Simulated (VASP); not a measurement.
# Al: single point with PBE+D3(BJ)

The system is Al.

```
CELL_PARAMETERS angstrom
0.00000 2.20691 1.62054
2.20691 0.00000 1.62054
2.20691 2.20691 0.00000
ATOMIC_POSITIONS crystal
Al 0.00000 0.00000 0.00000
```

This cell differs from its parent crystal: volume 15.785 Å^3 an atom, c/a of the conventional cell 0.7343.

| Quantity | Value |
| --- | --- |
| Program | VASP 6.6.1 |
| Task | single point |
| Functional | PBE |
| Dispersion | D3(BJ) |
| Potentials or basis | VASP PAW PBE potentials, release 64 (Al) |
| Cutoff | 520 eV |
| k mesh | 22 × 22 × 22 |
| Occupations | gaussian, width 0.15 eV |
| Spin | no spin polarisation |
| Dipole correction | no |
| Further INCAR settings | ALGO = Normal; EDIFF = 1e-06; NBANDS = 8 |

| Property | Result |
| --- | --- |
| Pressure | 1.8 GPa |
| Dispersion energy per atom | -0.352 eV |

Stress tensor (GPa, compression positive):
```
1.40 0.00 0.00
0.00 1.40 0.00
0.00 0.00 2.58
```

Levels at points of the mesh, in eV from the Fermi level:
```
           k point  band 1  band 2  band 3  band 4  band 5  band 6
(0.00, 0.00, 0.00)  -11.46   13.25   13.25   14.15   15.10   15.42
(0.50, 0.00, 0.00)   -4.56   -4.04    8.65    8.76   10.60   11.93
(0.50, 0.50, 0.00)    1.23    2.30    2.30    2.60    3.12    6.21
(0.50, 0.00, 0.50)   -4.37   -3.68    7.84    8.02    9.67   11.53
```

Wall time 26 s on 1 thread of Intel(R) Xeon(R) 6975P-C (Granite Rapids), with other jobs on the host, peak memory 0.2 GiB.

Caveat: pairwise dispersion overbinds metals, which lowers pressure and volume.
